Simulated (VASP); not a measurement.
# Al2O3 (R-3c) in VASP: a series of runs, part 2 of 2

VASP 6.6.1. Earlier steps stand in the parts before.

### Step 3. Single point, r2SCAN

POSCAR reads:

```
Al2O3
1.0
    2.3788962493      1.3734563899      4.3307366642
   -2.3788962493      1.3734563899      4.3307366642
    0.0000000000     -2.7469127798      4.3307366642
Al O
4 6
Direct
    0.3518448484      0.3518448484      0.3518448484
    0.1481551516      0.1481551516      0.1481551516
    0.6481551516      0.6481551516      0.6481551516
    0.8518448484      0.8518448484      0.8518448484
    0.5563253508      0.9436746492      0.2500000000
    0.2500000000      0.5563253508      0.9436746492
    0.9436746492      0.2500000000      0.5563253508
    0.4436746492      0.0563253508      0.7500000000
    0.7500000000      0.4436746492      0.0563253508
    0.0563253508      0.7500000000      0.4436746492
```

INCAR.step1 reads:

```
PREC = Accurate
ENCUT = 520
ISMEAR = 0
SIGMA = 0.02
LREAL = F
LASPH = T
NELM = 80
NBANDS = 35
GGA = PE
ALGO = Normal
EDIFF = 1E-4
LWAVE = T
LCHARG = F
```

INCAR.step2 reads:

```
PREC = Accurate
ENCUT = 520
EDIFF = 1E-6
ISMEAR = 0
SIGMA = 0.02
LREAL = F
LASPH = T
NELM = 80
ALGO = Normal
ISIF = 2
LWAVE = F
LCHARG = F
METAGGA = R2SCAN
LMIXTAU = T
NBANDS = 35
ISTART = 1
```

KPOINTS reads:

```
regular mesh
0
Gamma
  6 6 6
```

Potentials or basis: VASP PAW PBE potentials, release 64 (Al, O).

Launch:

```console
cat potpaw_PBE.64/Al/POTCAR potpaw_PBE.64/O/POTCAR > POTCAR
cp INCAR.step1 INCAR
mpirun -np 1 vasp_std > vasp.out
cp INCAR.step2 INCAR
mpirun -np 1 vasp_std > vasp.out
```

OUTCAR:

```text
PREC = Accurate
   ENCUT = 520
   EDIFF = 1E-6
   ISMEAR = 0
   LREAL = F
   LASPH = T
   NELM = 80
   ISIF = 2
   METAGGA = R2SCAN
   ISTART = 1

 ion  position               nearest neighbor table
   1  0.352  0.352  0.352-   9 1.86   8 1.86  10 1.86   7 1.97   6 1.97   5 1.97   2 2.65   3 2.79
                             3 2.79   3 2.79   2 3.22   2 3.22   2 3.22
   2  0.148  0.148  0.148-  10 1.86   8 1.86   9 1.86   7 1.97   6 1.97   5 1.97   1 2.65   4 2.79
                             4 2.79   4 2.79   1 3.22   1 3.22   1 3.22
   3  0.648  0.648  0.648-   6 1.86   5 1.86   7 1.86   9 1.97  10 1.97   8 1.97   4 2.65   1 2.79
                             1 2.79   1 2.79   4 3.22   4 3.22   4 3.22
[... 1144 lines left out ...]
 -----------------------------------------------------------------------------
  energy-cutoff  :      520.00
  volume of cell :       84.90
      direct lattice vectors                 reciprocal lattice vectors
     2.378896249  1.373456390  4.330736664     0.210181508  0.121348350  0.076969199
    -2.378896249  1.373456390  4.330736664    -0.210181508  0.121348350  0.076969199
     0.000000000 -2.746912780  4.330736664     0.000000000 -0.242696700  0.076969199

 POSITION                                       TOTAL-FORCE (eV/Angst)
 -----------------------------------------------------------------------------------
      0.00000      0.00000      4.57124        -0.000000     -0.000000     -0.002768
      0.00000      0.00000      1.92486        -0.000000     -0.000000      0.002768
      0.00000      0.00000      8.42097        -0.000000     -0.000000      0.002768
      0.00000      0.00000     11.06735        -0.000000      0.000000     -0.002768
     -0.92146      1.37346      7.57879        -0.005104     -0.000000     -0.000000
     -0.72872     -1.48474      7.57879         0.002552     -0.004420     -0.000000
      1.65018      0.11128      7.57879         0.002552      0.004420     -0.000000
      0.92146     -1.37346      5.41342         0.005104     -0.000000     -0.000000
      0.72872      1.48474      5.41342        -0.002552      0.004420     -0.000000
     -1.65018     -0.11128      5.41342        -0.002552     -0.004420     -0.000000
 -----------------------------------------------------------------------------------
    total drift:                                0.000000     -0.000000      0.000000

  FREE ENERGIE OF THE ION-ELECTRON SYSTEM (eV)
  ---------------------------------------------------
  free  energy   TOTEN  =       -96.2697042234 eV

  energy  without entropy=      -96.2697042234  energy(sigma->0) =      -96.26970422
```

OSZICAR.step1:

```text
N       E                     dE             d eps       ncg     rms          rms(c)
DAV:   1     0.224630895046E+03    0.22463E+03   -0.25226E+04  2240   0.130E+03
DAV:   2    -0.703705799677E+02   -0.29500E+03   -0.28597E+03  2858   0.288E+02
DAV:   3    -0.827129345748E+02   -0.12342E+02   -0.12300E+02  2909   0.597E+01
DAV:   4    -0.828070875297E+02   -0.94153E-01   -0.94098E-01  2784   0.599E+00
DAV:   5    -0.828082314914E+02   -0.11440E-02   -0.11438E-02  2842   0.662E-01    0.176E+01
DAV:   6    -0.746803385501E+02    0.81279E+01   -0.28243E+01  2740   0.284E+01    0.597E+00
DAV:   7    -0.747227546922E+02   -0.42416E-01   -0.88363E-01  2674   0.463E+00    0.329E+00
DAV:   8    -0.747420707049E+02   -0.19316E-01   -0.86550E-02  2698   0.225E+00    0.689E-01
DAV:   9    -0.747458038187E+02   -0.37331E-02   -0.22368E-02  2885   0.807E-01    0.317E-01
DAV:  10    -0.747464495193E+02   -0.64570E-03   -0.78500E-04  2525   0.167E-01    0.753E-02
DAV:  11    -0.747464150688E+02    0.34450E-04   -0.35844E-04  2773   0.108E-01
   1 F= -.74746415E+02 E0= -.74746415E+02  d E =-.102860E-17
```

Wall time 8.9 min (1 thread of Intel Xeon 8259CL, shared host); peak memory 0.29 GiB.

Results:

* Free energy: -96.2697 eV
* Pressure: -0.3 GPa
* Largest force: 0.005 eV/Å
* Band gap on the k mesh: 7.17 eV

Forces in eV/Å, atoms in the order of the input:
```
Al   0.000  0.000 -0.003
Al   0.000  0.000  0.003
Al   0.000  0.000  0.003
Al   0.000  0.000 -0.003
O   -0.005  0.000  0.000
O    0.003 -0.004  0.000
O    0.003  0.004  0.000
O    0.005  0.000  0.000
O   -0.003  0.004  0.000
O   -0.003 -0.004  0.000
```

Levels at points of the mesh, in eV from the valence-band top:
| k point | band 21 | band 22 | band 23 | band 24 | band 25 | band 26 | band 27 | band 28 |
| --- | --- | --- | --- | --- | --- | --- | --- | --- |
| (0.00, 0.00, 0.00) | -0.52 | -0.05 | -0.05 | 0.00 | 7.17 | 10.12 | 11.96 | 12.59 |
| (0.50, 0.00, 0.00) | -0.93 | -0.93 | -0.29 | -0.29 | 10.44 | 10.44 | 10.72 | 10.72 |
| (0.50, 0.50, 0.00) | -1.05 | -0.92 | -0.78 | -0.27 | 10.59 | 10.79 | 10.92 | 11.47 |
| (0.50, 0.50, 0.50) | -0.40 | -0.40 | -0.40 | -0.40 | 9.64 | 9.64 | 12.18 | 12.18 |

Caveat: the PAW data sets were made with another functional, which shifts forces and pressure a little.

### Step 4. Against experiment

Step 2. A measured gap of Al2O3 is 8.7 eV (optical; quoted in “Multi-petahertz electron interference in Cr:Al2O3 solid-state material”, 2018, pmc:5906618); the calculated 7.15 eV misses it by -1.55 eV. The value is that of r2SCAN on a finite k mesh, which can miss the band edges, without temperature or zero-point motion.

Step 3. A measured gap of Al2O3 is 8.7 eV (optical; quoted in “Multi-petahertz electron interference in Cr:Al2O3 solid-state material”, 2018, pmc:5906618); the calculated 7.17 eV misses it by -1.53 eV. The value is that of r2SCAN on a finite k mesh, which can miss the band edges, without temperature or zero-point motion.
